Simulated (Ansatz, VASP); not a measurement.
Pd in VASP and in Ansatz

The input INCAR:

```
  PREC = Accurate
  ENCUT = 500
  EDIFF = 1E-6
  ISMEAR = -1
  SIGMA = 0.15
  LREAL = F
  LASPH = T
  NELM = 120
  ALGO = Normal
  ISIF = 2
  LWAVE = F
  LCHARG = F
  GGA = PE
  NBANDS = 11
  GGA_COMPAT = F
```

The input KPOINTS:

```
Automatic mesh
0
Gamma
  9 9 9
```

File POSCAR:

```
Pd
1.0
    0.0000000000      1.9760580467      1.9760580467
    1.9760580467      0.0000000000      1.9760580467
    1.9760580467      1.9760580467      0.0000000000
Pd
1
Direct
    0.0000000000      0.0000000000      0.0000000000
```

Input for Ansatz:

```yaml
crystal:
  lattice:
    - [-7.382592643859153e-18, 1.9760580467349733, 1.9760580467349733]
    - [1.9760580467349733, -6.161962862237817e-18, 1.9760580467349733]
    - [1.9760580467349733, 1.9760580467349733, -4.809958956624467e-18]
  atoms:
    - { symbol: Pd, position: [-3.7966275768306096e-34, 4.456298325791287e-34, 1.913505779575893e-34] }
basis:
  ecutwfc: 435.382179935808
kpoints:
  mp_grid:
    grid: [9, 9, 9]
hamiltonian:
  xc: pbe
scf:
  occupations:
    method: fermi_dirac
    width: 0.15
output:
  forces: true
  stress: true
```

Alike in both runs: task single point; functional PBE; k mesh 9 × 9 × 9; occupations fermi-dirac, width 0.15 eV; no spin polarisation.

```csv
,VASP,Ansatz
version,VASP 6.6.1,Ansatz 0.2.0
potentials or method,"VASP PAW PBE potentials, release 64 (Pd), cutoff 500 eV","plane waves, PAW"
valence electrons in the cell,10,18
```

|  | VASP | Ansatz | Ansatz less VASP |
| --- | --- | --- | --- |
| pressure (GPa) | -0.9 | -0.7 | +0.23 |

The functional is the same, so the differences come from potentials, cutoffs and numerics. VASP's potentials hold 10 valence electrons a cell and Ansatz's 18, so a difference there can come from the potentials and not from the codes.
